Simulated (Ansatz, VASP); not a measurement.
**Tl: VASP beside Ansatz**

```
Tl
1.0
    -2.02210    2.02210    2.02210
     2.02210   -2.02210    2.02210
     2.02210    2.02210   -2.02210
Tl
1
Cartesian
  0.0000 0.0000 0.0000
```

Alike in both runs: task single point; functional revPBE; k mesh 12 × 12 × 12; occupations fermi-dirac, width 0.1 eV; no spin polarisation.

```csv
,VASP,Ansatz
version,VASP 6.6.1,Ansatz 0.2.0
potentials or method,"VASP PAW PBE potentials, release 64 (Tl_d), cutoff 520 eV","plane waves (420 eV) with PAW, scalar-relativistic"
valence electrons in the cell,13,13
```

|  | VASP | Ansatz | Ansatz less VASP |
| --- | --- | --- | --- |
| pressure (GPa) | -0.1 | 0.0 | +0.05 |

VASP's potentials were made for PBE, not for revPBE. The functional is the same, so the differences come from potentials, cutoffs and numerics.

Spin-orbit coupling is off throughout.
